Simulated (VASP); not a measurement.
# CsMo3P (Pmmm) in VASP: notebook

Runs on CsMo3P. Level: PBE. Tasks: single point.

All numbers are computed with VASP 6.6.1; they aren't measurements. Logs are shortened: lines on timing, memory, paths and dates and some standing lists are left out, and cuts for length are marked.

## 1. The cell of the first run

The structure is orthorhombic, space group Pmmm (No. 47). Conventional cell: a = 4.129 Å, b = 4.133 Å, c = 7.308 Å, α = 90.00°, β = 90.00°, γ = 90.00°. Cs (site symmetry mmm) has 8 Mo at 2.92 to 3.26 Å and 2 P at 3.65 Å within 3.8 Å. Mo (site symmetry mmm) has 4 Cs at 2.92 Å and 4 Mo at 3.26 Å within 3.8 Å. Within 3.0 Å of Mo (site symmetry mm2) lie 1 Mo at 2.25 Å and 2 P at 2.35 Å. Within 3.1 Å of P (site symmetry mmm) lie 4 Mo at 2.35 Å.

## 2. Single point, PBE

INCAR reads:

```
SYSTEM = CsMo3P
ALGO = Normal
EDIFF = 1E-7
ENCUT = 520
GGA = PE
ISIF = 2
ISMEAR = 0
LASPH = .True.
LCHARG = .True.
LELF = .True.
LREAL = .False.
LVHAR = .True.
LWAVE = .False.
NBANDS = 36
NELM = 80
PREC = Accurate
SIGMA = 0.1
```

KPOINTS reads:

```
k-points
0
Gamma
  4 4 4
  0 0 0
```

POSCAR reads:

```
CsMo3P
1.0
    4.1286114100      0.0000000000      0.0000000000
    0.0000000000      4.1331090800      0.0000000000
    0.0000000000      0.0000000000      7.3082997700
Cs Mo P
1 3 1
Direct
    0.0000000000      0.5000000000      0.0000000000
    0.5000000000      0.0000000000      0.0000000000
    0.0000000000      0.0000000000      0.3457314600
    0.0000000000      0.0000000000      0.6542685400
    0.0000000000      0.5000000000      0.5000000000
```

Potentials or basis: VASP PAW PBE potentials, release 64 (Cs_sv, Mo_sv, P).

Command:

```bash
cat potpaw_PBE.64/Cs_sv/POTCAR potpaw_PBE.64/Mo_sv/POTCAR potpaw_PBE.64/P/POTCAR > POTCAR
mpirun -np 1 vasp_std > vasp.out
```

OUTCAR:

```text
SYSTEM = CsMo3P
   EDIFF = 1E-7
   ENCUT = 520
   GGA = PE
   ISIF = 2
   ISMEAR = 0
   LASPH = .True.
   LREAL = .False.
   NELM = 80
   PREC = Accurate

 ion  position               nearest neighbor table
   1  0.000  0.500  0.000-   2 2.92   2 2.92   2 2.92   2 2.92   3 3.26   4 3.26   4 3.26   3 3.26

   2  0.500  0.000  0.000-   1 2.92   1 2.92   1 2.92   1 2.92   4 3.26   3 3.26   4 3.26   3 3.26

   3  0.000  0.000  0.346-   4 2.25   5 2.35   5 2.35   2 3.26   2 3.26   1 3.26   1 3.26
   4  0.000  0.000  0.654-   3 2.25   5 2.35   5 2.35   2 3.26   2 3.26   1 3.26   1 3.26
   5  0.000  0.500  0.500-   3 2.35   4 2.35   3 2.35   4 2.35

  LATTYP: Found a simple orthorhombic cell.
 ALAT       =     4.1286114100
 B/A-ratio  =     1.0010893905
 C/A-ratio  =     1.7701592725

  Lattice vectors:

 A1 = (   4.1286114100,   0.0000000000,   0.0000000000)
 A2 = (   0.0000000000,   4.1331090800,   0.0000000000)
 A3 = (   0.0000000000,   0.0000000000,   7.3082997700)

Analysis of symmetry for initial positions (statically):
=====================================================================
 Subroutine PRICEL returns:
 Original cell was already a primitive cell.

 Routine SETGRP: Setting up the symmetry group for a
 simple orthorhombic supercell.

 Subroutine GETGRP returns: Found  8 space group operations
 (whereof  8 operations were pure point group operations)
 out of a pool of  8 trial point group operations.

The static configuration has the point symmetry D_2h.

Analysis of symmetry for dynamics (positions and initial velocities):
=====================================================================
 Subroutine PRICEL returns:
 Original cell was already a primitive cell.

 Routine SETGRP: Setting up the symmetry group for a
 simple orthorhombic supercell.

 Subroutine GETGRP returns: Found  8 space group operations
 (whereof  8 operations were pure point group operations)
 out of a pool of  8 trial point group operations.

The dynamic configuration has the point symmetry D_2h.

 Subroutine INISYM returns: Found  8 space group operations
 (whereof  8 operations are pure point group operations),
 and found     1 'primitive' translations

----------------------------------------------------------------------------------------

                                     Primitive cell

  volume of cell :     124.7088

  direct lattice vectors                    reciprocal lattice vectors
     4.128611410  0.000000000  0.000000000     0.242212187  0.000000000  0.000000000
     0.000000000  4.133109080  0.000000000     0.000000000  0.241948611  0.000000000
     0.000000000  0.000000000  7.308299770     0.000000000  0.000000000  0.136830731

  length of vectors
     4.128611410  4.133109080  7.308299770     0.242212187  0.241948611  0.136830731

  position of ions in fractional coordinates (direct lattice)
     0.000000000  0.500000000  0.000000000
     0.500000000  0.000000000  0.000000000
     0.000000000  0.000000000  0.345731460
     0.000000000  0.000000000  0.654268540
     0.000000000  0.500000000  0.500000000

  ion indices of the primitive-cell ions
   primitive index   ion index
                 1           1
                 2           2
                 3           3
                 4           4
                 5           5

----------------------------------------------------------------------------------------

 KPOINTS: k-points

Automatic generation of k-mesh.
 Grid dimensions read from file:
 generate k-points for:    4    4    4

 Generating k-lattice:

  Cartesian coordinates                     Fractional coordinates (reciprocal lattice)
     0.060553047  0.000000000  0.000000000     0.250000000  0.000000000  0.000000000
     0.000000000  0.060487153  0.000000000     0.000000000  0.250000000  0.000000000
     0.000000000  0.000000000  0.034207683     0.000000000  0.000000000  0.250000000

  Length of vectors
     0.060553047  0.060487153  0.034207683

  Shift w.r.t. Gamma in fractional coordinates (k-lattice)
     0.000000000  0.000000000  0.000000000

 Subroutine IBZKPT returns following result:
 ===========================================

 Found     27 irreducible k-points:

 Following reciprocal coordinates:
            Coordinates               Weight
  0.000000  0.000000  0.000000      1.000000
  0.250000  0.000000  0.000000      2.000000
  0.500000  0.000000  0.000000      1.000000
  0.000000  0.250000  0.000000      2.000000
  0.250000  0.250000  0.000000      4.000000
  0.500000  0.250000  0.000000      2.000000
[... 16 lines left out ...]
  0.250000  0.250000  0.500000      4.000000
  0.500000  0.250000  0.500000      2.000000
 [... further k-points ...]
   k-points           NKPTS =     27   k-points in BZ     NKDIM =     27   number of bands    NBANDS=     36
   number of dos      NEDOS =    301   number of ions     NIONS =      5
   total plane-waves  NPLWV =  55296
   dimension x,y,z NGX =    32 NGY =   32 NGZ =   54
   dimension x,y,z NGXF=    64 NGYF=   64 NGZF=  108
   ions per type =               1   3   1
   NGX,Y,Z   is equivalent  to a cutoff of  12.89, 12.87, 12.28 a.u.
   NGXF,Y,Z  is equivalent  to a cutoff of  25.77, 25.74, 24.57 a.u.
 SYSTEM =  CsMo3P
   PREC   = accura    normal or accurate (medium, high low for compatibility)
   ISTART =      0    job   : 0-new  1-cont  2-samecut
   ICHARG =      2    charge: 1-file 2-atom 10-const
   ISPIN  =      1    spin polarized calculation?
   LNONCOLLINEAR =      F non collinear calculations
   LSORBIT =      F    spin-orbit coupling
   LASPH  =      T    aspherical Exc in radial PAW
   ENCUT  =  520.0 eV  38.22 Ry    6.18 a.u.   7.68  7.68 13.59*2*pi/ulx,y,z
   NELM   =     80;   NELMIN=  2; NELMDL= -5     # of ELM steps
   EDIFF  = 0.1E-06   stopping-criterion for ELM
   LREAL  =      F    real-space projection
   EDIFFG = 0.1E-05   stopping-criterion for IOM
   NSW    =      0    number of steps for IOM
   IBRION =     -1    ionic relax: 0-MD 1-quasi-New 2-CG
   NFREE  =      0    steps in history (QN), initial steepest desc. (CG)
   ISIF   =      2    stress and relaxation
   ISYM   =      2    0-nonsym 1-usesym 2-fastsym
   POTIM  = 0.5000    time-step for ionic-motion
   TEBEG  =    0.0;   TEEND  =   0.0 temperature during run
   PSTRESS=    0.0 pullay stress
   NELECT =      56.0000    total number of electrons
   NUPDOWN=      -1.0000    fix difference up-down
   EMIN   =  10.00;   EMAX   =-10.00  energy-range for DOS
   EFERMI =   0.00;   METHOD = LEGACY
   ISMEAR =     0;   SIGMA  =   0.10  broadening in eV -4-tet -1-fermi 0-gaus
   EFERMI_NEDOS =   21; number of points for ismear=-14 and -15
   IALGO  =     38    algorithm
   IMIX   =      4    mixing-type and parameters
     AMIX     =   0.40;   BMIX     =  1.00
     AMIX_MAG =   1.60;   BMIX_MAG =  1.00
  volume/ion in A,a.u.               =      24.94       168.32
  Fermi-wavevector in a.u.,A,eV,Ry     =   1.253637  2.369030 21.382990  1.571605
  Thomas-Fermi vector in A             =   2.387480
   LORBIT       =      0    0 simple, 1 ext, 2 COOP (PROOUT), +10 PAW based schemes
   GGA     = PE    functional components
   LHFCALC =     F    Hartree Fock is set to
   AEXX    =    0.0000 exact exchange contribution
   IVDW    =     0    specifies the selected vdW correction
   LEPSILON=     F    determine dielectric tensor
   LRPA    =     F    only Hartree local field effects (RPA)
 non-spin polarized calculation
 Gauss-broadening in eV      SIGMA  =   0.10
  energy-cutoff  :      520.00
  volume of cell :      124.71
 maximum number of plane-waves:      3382
 NGX is ok and might be reduce to    32
   NGX = 15   NGY = 15   NGZ = 27

 number of electron      55.9999990 magnetization

 Free energy of the ion-electron system (eV)
  ---------------------------------------------------
  ext. energy  EPLUGINS =         0.00000000
  ---------------------------------------------------
  free energy    TOTEN  =       -28.94100846 eV

  energy without entropy =      -28.89780016  energy(sigma->0) =      -28.91940431

 E-fermi :   5.8472     XC(G=0): -10.2649

 val. band max:        5.8451982836   @ k =   0.2500   0.0000   0.5000
 cond. band min:       5.8472207448   @ k =   0.2500   0.0000   0.5000
 fundamental gap:      0.0020224612
 Fermi energy:         5.8471929219

 k-point     1 :       0.0000    0.0000    0.0000
  band No.  band energies     occupation
      1     -55.3819      2.00000
      2     -54.9676      2.00000
      3     -54.6200      2.00000
      4     -30.5082      2.00000
      5     -29.5773      2.00000
      6     -29.2596      2.00000
[... 28 lines left out ...]
     35       8.7881      0.00000
     36       8.8082      0.00000

 k-point     2 :       0.2500    0.0000    0.0000
  band No.  band energies     occupation
      1     -55.3817      2.00000
      2     -54.9675      2.00000
      3     -54.6198      2.00000
      4     -30.5088      2.00000
      5     -29.5768      2.00000
      6     -29.2632      2.00000
[... 28 lines left out ...]
     35       9.0319      0.00000
     36       9.3574      0.00000

 k-point     3 :       0.5000    0.0000    0.0000
  band No.  band energies     occupation
      1     -55.3815      2.00000
      2     -54.9673      2.00000
      3     -54.6196      2.00000
      4     -30.5095      2.00000
      5     -29.5764      2.00000
      6     -29.2669      2.00000
[... 28 lines left out ...]
     35       8.8920      0.00000
     36       9.2076      0.00000
[... 742 lines left out ...]
 k-point    23 :       0.2500    0.2500    0.5000
  band No.  band energies     occupation
      1     -55.3812      2.00000
      2     -54.9674      2.00000
      3     -54.6195      2.00000
      4     -30.5062      2.00000
      5     -29.5910      2.00000
      6     -29.2639      2.00000
[... 28 lines left out ...]
     35       7.8185      0.00000
     36       8.9587      0.00000

 k-point    24 :       0.5000    0.2500    0.5000
  band No.  band energies     occupation
      1     -55.3811      2.00000
      2     -54.9672      2.00000
      3     -54.6194      2.00000
      4     -30.5048      2.00000
      5     -29.5905      2.00000
      6     -29.2718      2.00000
[... 28 lines left out ...]
     35       7.7689      0.00000
     36       8.8694      0.00000

 [... further k-points ...]

------------------------ aborting loop because EDIFF is reached ----------------------------------------

  FORCE on cell =-STRESS in cart. coord.  units (eV):
  Direction    XX          YY          ZZ          XY          YZ          ZX
  --------------------------------------------------------------------------------------
  -------------------------------------------------------------------------------------
  Total       -6.7775634      8.5376959     -2.0014295      0.0000000      0.0000000      0.0000000
  in kB      -87.0736880    109.6867160    -25.7130532      0.0000000      0.0000000      0.0000000
  external PRESSURE =      -1.0333417 kB  Pullay stress =       0.0000000 kB

 VOLUME and BASIS-vectors are now :
 -----------------------------------------------------------------------------
  energy-cutoff  :      520.00
  volume of cell :      124.71
      direct lattice vectors                 reciprocal lattice vectors
     4.128611410  0.000000000  0.000000000     0.242212187  0.000000000  0.000000000
     0.000000000  4.133109080  0.000000000     0.000000000  0.241948611  0.000000000
     0.000000000  0.000000000  7.308299770     0.000000000  0.000000000  0.136830731

 POSITION                                       TOTAL-FORCE (eV/Angst)
 -----------------------------------------------------------------------------------
      0.00000      2.06655      0.00000         0.000000      0.000000      0.000000
      2.06431      0.00000      0.00000         0.000000      0.000000      0.000000
      0.00000      0.00000      2.52671         0.000000      0.000000     -2.836932
      0.00000      0.00000      4.78159         0.000000      0.000000      2.836932
      0.00000      2.06655      3.65415         0.000000      0.000000      0.000000
 -----------------------------------------------------------------------------------
    total drift:                                0.000000      0.000000     -0.000000

  FREE ENERGIE OF THE ION-ELECTRON SYSTEM (eV)
  ---------------------------------------------------
  free  energy   TOTEN  =       -28.9410084596 eV

  energy  without entropy=      -28.8978001552  energy(sigma->0) =      -28.91940431
```

Wall time 6.1 min (1 thread of AMD EPYC, shared host); peak memory 0.25 GiB.

What came out:

```
Free energy            : -28.9410 eV
Pressure               : -0.1 GPa
Largest force          : 2.837 eV/Å
Band gap on the k mesh : zero (band 28 reaches 6.16 eV, above the bottom of band 29 at 5.26 eV)
```

Forces in eV/Å, atoms in the order of the input:
```
Cs   0.000  0.000  0.000
Mo   0.000  0.000  0.000
Mo   0.000  0.000 -2.837
Mo   0.000  0.000  2.837
P    0.000  0.000  0.000
```

Stress tensor (GPa, compression positive):
```
-8.71  0.00  0.00
 0.00 10.97  0.00
 0.00  0.00 -2.57
```

Caveat: the k points lie up to 0.38 Å⁻¹ apart; spin-orbit coupling is left out, which moves the levels of the heavy elements; forces of over 1 eV/Å act on the atoms, so gaps and moduli don't describe the material at rest.

## 3. Single point, PBE

This run uses another cell than the first one, of 20.66 Å³/atom, 0.828 times its volume.

INCAR reads:

```
SYSTEM = CsMo3P
ALGO = Normal
EDIFF = 1E-7
ENCUT = 520
GGA = PE
ISIF = 2
ISMEAR = 0
LASPH = .TRUE.
LCHARG = .FALSE.
LREAL = .FALSE.
LWAVE = .FALSE.
NBANDS = 36
NELM = 100
PREC = Accurate
SIGMA = 0.1
```

KPOINTS reads:

```
k-points
0
G
  6 4 4
  0 0 0
```

POSCAR reads:

```
CsMo3P
1.0
    3.1395202811      0.0000000000      0.0000000000
    0.0000000000      4.8397472498      0.0000000000
    0.0000000000      0.0000000000      6.7980688607
Cs Mo P
1 3 1
Direct
    0.0000000000      0.5000000000      0.0000000000
    0.5000000000      0.0000000000      0.0000000000
    0.0000000000      0.0000000000      0.3315045162
    0.0000000000      0.0000000000      0.6684954838
    0.0000000000      0.5000000000      0.5000000000
```

Potentials or basis: VASP PAW PBE potentials, release 64 (Cs_sv, Mo_sv, P).

Command:

```bash
cat potpaw_PBE.64/Cs_sv/POTCAR potpaw_PBE.64/Mo_sv/POTCAR potpaw_PBE.64/P/POTCAR > POTCAR
mpirun -np 1 vasp_std > vasp.out
```

Wall time 6.1 min (1 thread of AMD EPYC, shared host); peak memory 0.24 GiB.

The run converged. Its results:

| Property | Result |
| --- | --- |
| Free energy | -32.0546 eV |
| Pressure | 0.8 GPa |
| Largest force | 0.042 eV/Å |
| Band gap on the k mesh | zero (band 28 reaches 8.76 eV, above the bottom of band 29 at 7.47 eV) |

Forces in eV/Å, atoms in the order of the input:
```
Cs   0.000  0.000  0.000
Mo   0.000  0.000  0.000
Mo   0.000  0.000 -0.042
Mo   0.000  0.000  0.042
P    0.000  0.000  0.000
```

Stress tensor (GPa, compression positive):
```
0.80 0.00 0.00
0.00 1.02 0.00
0.00 0.00 0.58
```

Levels at points of the mesh, in eV from the Fermi level:
```
           k point  band 26  band 27  band 28  band 29  band 30  band 31
(0.00, 0.00, 0.00)    -0.91    -0.69    -0.69     0.24     0.66     0.72
(0.50, 0.00, 0.00)    -0.67     0.55     0.59     1.13     1.22     1.23
(0.00, 0.50, 0.00)    -0.93    -0.85    -0.69    -0.30     0.77     1.06
(0.50, 0.50, 0.00)    -0.71    -0.69    -0.48    -0.05     0.08     0.35
(0.00, 0.00, 0.50)    -0.68    -0.59     0.37     1.37     1.41     1.44
(0.50, 0.00, 0.50)     0.04     0.35     0.67     0.70     0.92     1.35
(0.00, 0.50, 0.50)    -0.30    -0.11     0.28     0.43     0.66     1.33
(0.50, 0.50, 0.50)    -1.31    -1.23    -0.95     0.21     0.37     1.05
```

Caveat: spin-orbit coupling is left out, which moves the levels of the heavy elements.

[end of part 1 of 2]
